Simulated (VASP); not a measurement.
Al, 1 atom in the cell. The structure is cubic, space group Pm-3m (No. 221). Conventional cell: a = 2.825 Å, b = 2.825 Å, c = 2.825 Å, α = 90.00°, β = 90.00°, γ = 90.00°. Al (site symmetry m-3m) has 6 Al at 2.82 Å within 3.7 Å.  This cell differs from its parent crystal: volume scaled by 1.04.

- Program: VASP 6.6.1
- Task: single point
- Functional: BLYP
- Potentials or basis: VASP PAW PBE potentials, release 64 (Al)
- Cutoff: 520 eV
- k mesh: 13 × 13 × 13
- Occupations: fermi-dirac, width 0.1 eV
- Spin: no spin polarisation
- Dipole correction: no
- Further INCAR settings: ALGO = Normal; EDIFF = 1e-07; NBANDS = 8

Potentials or basis: VASP PAW PBE potentials, release 64 (Al).

Launch:

```console
$ cat potpaw_PBE.64/Al/POTCAR > POTCAR
$ mpirun -np 1 vasp_std > vasp.out
```

Hardware: 1 thread of AMD EPYC 7R43 64-Core Processor (Zen 3), on a shared host.

Q: Estimate the wall time of this run.

A: Wall time 14 s on 1 thread of AMD EPYC 7R43 64-Core Processor (Zen 3) (shared host), peak memory 0.1 GiB. Counts: scf iterations 10, k points 84.
